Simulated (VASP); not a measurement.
Crystal: Al2Cl2F.

```
Al Cl F
1.0
     2.31789    1.33823    5.17191
    -2.31789    1.33823    5.17191
     0.00000   -2.67647    5.17191
Al Cl F
2 2 1
Direct
  0.90088 0.90088 0.90088
  0.09912 0.09912 0.09912
  0.36075 0.36075 0.36075
  0.63925 0.63925 0.63925
  0.00000 0.00000 0.00000
```

The cell was built from a structure type or drawn by symmetry, and may not be a known phase.

- Program: VASP 6.6.1
- Task: relaxation of cell and atoms
- Functional: PBE
- Potentials or basis: VASP PAW PBE potentials, release 64 (Al, Cl, F)
- Cutoff: 600 eV
- k mesh: 6 × 6 × 6
- Occupations: gaussian, width 0.1 eV
- Spin: no spin polarisation

At the start: pressure 15.8 GPa; volume 19.25 Å³/atom.

Where does the relaxation end?

Over 19 steps the energy falls by 706.8 meV/atom and the volume is 19.40 Å³/atom (+0.8 %); space group R-3m (No. 166, to 0.1 Å) before and after.

Step by step:
```
step  energy change (eV)  largest force (eV/Å)  pressure (GPa)  volume (Å³)
   1              0.0000                7.4237           15.84        96.26
   2              0.4488                2.5484           -6.92       124.27
   3             -1.4606                2.2648           -1.33       106.36
   4             -1.5021                2.2804           -0.44       105.20
   5             -1.5197                2.2964            0.88       103.73
   6             -1.9715                1.9567           -0.94       106.46
   7             -2.5065                0.7782           -3.27       114.72
   8             -2.8931                0.5022           -3.81       110.68
   9             -3.1855                0.7713           -3.30       104.79
  10             -3.1926                0.8593           -3.00       103.72
  11             -3.4011                0.5021            0.28        96.30
  12             -3.4214                0.5339            1.88        93.64
  13             -3.5099                0.3042            0.71        94.31
  14             -3.5118                0.3444            0.53        94.41
  15             -3.5295                0.1225            0.31        95.64
  16             -3.5336                0.0501            0.19        96.58
  17             -3.5336                0.0582            0.19        96.63
  18             -3.5339                0.0247           -0.19        97.19
  19             -3.5341                0.0220           -0.06        96.99
```

Final structure:
```
Al Cl F
1.0
     2.19451    1.26700    5.81396
    -2.19451    1.26700    5.81396
     0.00000   -2.53401    5.81396
Al Cl F
2 2 1
Direct
  0.89296 0.89296 0.89296
  0.10704 0.10704 0.10704
  0.40477 0.40477 0.40477
  0.59523 0.59523 0.59523
  0.00000 0.00000 0.00000
```

Caveat: an odd number of electrons without spin polarisation forces a metal; a magnetic or distorted state may lie lower.
